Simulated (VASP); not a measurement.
The system is HfN.

```xyz
2
Lattice="0.0000 2.2560 2.2560 2.2560 0.0000 2.2560 2.2560 2.2560 0.0000" Properties=species:S:1:pos:R:3 pbc="T T T"
Hf    0.0000    0.0000    0.0000
N     2.2560    2.2560    2.2560
```

| Property | Result |
| --- | --- |
| Program | VASP 6.6.1 |
| Task | relaxation of cell and atoms |
| Functional | PBEsol |
| Potentials or basis | VASP PAW PBE potentials, release 64 (Hf_pv, N) |
| Cutoff | 600 eV |
| k mesh | 9 × 9 × 9 |
| Occupations | methfessel-paxton, width 0.1 eV |
| Spin | no spin polarisation |

At the start: pressure -4.2 GPa; volume 11.48 Å³/atom.

Task: How do energy, volume and symmetry change on relaxing?

Result: Over 3 steps the energy falls by 2.3 meV/atom and the volume is 11.31 Å³/atom (-1.5 %); space group Fm-3m (No. 225, to 0.05 Å).

The path:
```csv
step,energy change (eV),largest force (eV/Å),pressure (GPa),volume (Å³)
1,0.0000,0.0000,-4.22,22.96
2,0.0134,0.0000,9.09,21.97
3,-0.0045,0.0000,-0.04,22.63
```

Final structure:
```
CELL_PARAMETERS angstrom
0.00000 2.24491 2.24491
2.24491 0.00000 2.24491
2.24491 2.24491 0.00000
ATOMIC_POSITIONS crystal
Hf 0.00000 0.00000 0.00000
N 0.50000 0.50000 0.50000
```

Caveat: the PAW data sets were made with another functional, which shifts forces and pressure a little.
